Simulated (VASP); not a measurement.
Input of a VASP 6.6.1 run:

Contents of INCAR:

```
  PREC = Accurate
  ENCUT = 520
  EDIFF = 1E-7
  ISMEAR = 0
  SIGMA = 0.05
  LREAL = F
  LASPH = T
  NELM = 80
  ALGO = Normal
  ISIF = 2
  LWAVE = F
  LCHARG = F
  GGA = PE
  NBANDS = 16
```

Contents of KPOINTS:

```
regular mesh
0
Gamma
  10 10 10
```

POSCAR

```
CdS
1.0
    0.0000000000      2.9233037913      2.9233037913
    2.9233037913      0.0000000000      2.9233037913
    2.9233037913      2.9233037913      0.0000000000
Cd S
1 1
Direct
    0.0000000000      0.0000000000      0.0000000000
    0.7500000000      0.7500000000      0.7500000000
```

Potentials or basis: VASP PAW PBE potentials, release 64 (Cd, S).

The run is started by

```console
$ cat potpaw_PBE.64/Cd/POTCAR potpaw_PBE.64/S/POTCAR > POTCAR
$ mpirun -np 1 vasp_std > vasp.out
```

(1) What does it give for the pressure?

(2) Predict the band gap on the k mesh.

## Answers

(1) 2.7 GPa.

(2) 1.13 eV, direct.
